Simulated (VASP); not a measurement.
Wanted: the native input for a VASP 6.6.1 run.

```
Task                   : single point
Functional             : PBE
Potentials or basis    : VASP PAW PBE potentials, release 64 (Cd, Se)
Cutoff                 : 520 eV
k mesh                 : 6 × 6 × 6
Occupations            : fermi-dirac, width 0.001 eV
Spin                   : no spin polarisation
Dipole correction      : no
Further INCAR settings : ALGO = Normal; EDIFF = 1e-07; NBANDS = 16
```

The structure of CdSe lies in POSCAR:

```
CdSe
1.0
    3.5331017187      0.0000000000      0.0000000000
    0.0000000000      3.5331017187      0.0000000000
    0.0000000000      0.0000000000      3.5331017187
Cd Se
1 1
Direct
    0.0000000000      0.0000000000      0.0000000000
    0.5000000000      0.5000000000      0.5000000000
```

These files were run (other wordings do the same):

INCAR

```
  PREC = Accurate
  ENCUT = 520
  EDIFF = 1E-7
  ISMEAR = -1
  SIGMA = 0.001
  LREAL = F
  LASPH = T
  NELM = 100
  ALGO = Normal
  ISIF = 2
  LWAVE = F
  LCHARG = T
  GGA = PE
  LELF = T
  LVHAR = T
  NBANDS = 16
```

KPOINTS

```
regular mesh
0
Gamma
  6 6 6
```

Potentials or basis: VASP PAW PBE potentials, release 64 (Cd, Se).

Command:

```sh
$ cat potpaw_PBE.64/Cd/POTCAR potpaw_PBE.64/Se/POTCAR > POTCAR
$ mpirun -np 1 vasp_std > vasp.out
```

Results of the run:

```yaml
Pressure: 1.5 GPa
Band_gap_on_the_k_mesh: zero (band 9 reaches 3.56 eV, above the bottom of band 10 at 2.27 eV)
```

It took 15 s on 1 thread of Intel(R) Xeon(R) Platinum 8375C CPU @ 2.90GHz (Ice Lake), with other jobs on the host, peak memory 0.16 GiB.
